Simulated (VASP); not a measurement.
Set up this calculation in VASP 6.6.1, as the native input.

- Task: single point
- Functional: PBE
- Potentials or basis: VASP PAW PBE potentials, release 64 (Ag, Cl)
- Cutoff: 520 eV
- k mesh: 8 × 8 × 8
- Occupations: fermi-dirac, width 0.02 eV
- Spin: no spin polarisation
- Dipole correction: no
- Further INCAR settings: ALGO = Normal; EDIFF = 1e-06; NBANDS = 16

The structure of AgCl lies in POSCAR:

```
AgCl
1.0
    0.0000000000      2.7593178950      2.7880058380
    2.7593178950      0.0000000000      2.7880058380
    2.7593178950      2.7593178950      0.0000000000
Ag Cl
1 1
Direct
    0.0000000000      0.0000000000      0.0000000000
    0.5000000000      0.5000000000      0.5000000000
```

This cell differs from its parent crystal: epitaxial xy strain -0.5%.

One way to write it, as run:

INCAR

```
  ALGO = Normal
  EDIFF = 1E-6
  ENCUT = 520
  GGA = PE
  ISIF = 2
  ISMEAR = -1
  LASPH = True
  LCHARG = False
  LREAL = False
  LWAVE = False
  NBANDS = 16
  NELM = 60
  PREC = Accurate
  SIGMA = 0.02
```

KPOINTS

```
k-points
0
Gamma
  8 8 8
```

Potentials or basis: VASP PAW PBE potentials, release 64 (Ag, Cl).

Launch:

```console
$ cat potpaw_PBE.64/Ag/POTCAR potpaw_PBE.64/Cl/POTCAR > POTCAR
$ mpirun -np 1 vasp_std > vasp.out
```

Results of the run:

* Pressure: 1.7 GPa
* Band gap on the k mesh: 0.88 eV (least direct gap 3.19 eV)

Caveat: the cell differs from its parent crystal (epitaxial xy strain -0.5%).

Wall time 16 s on 1 thread of Intel(R) Xeon(R) 6975P-C (Granite Rapids) (shared host), peak memory 0.19 GiB.
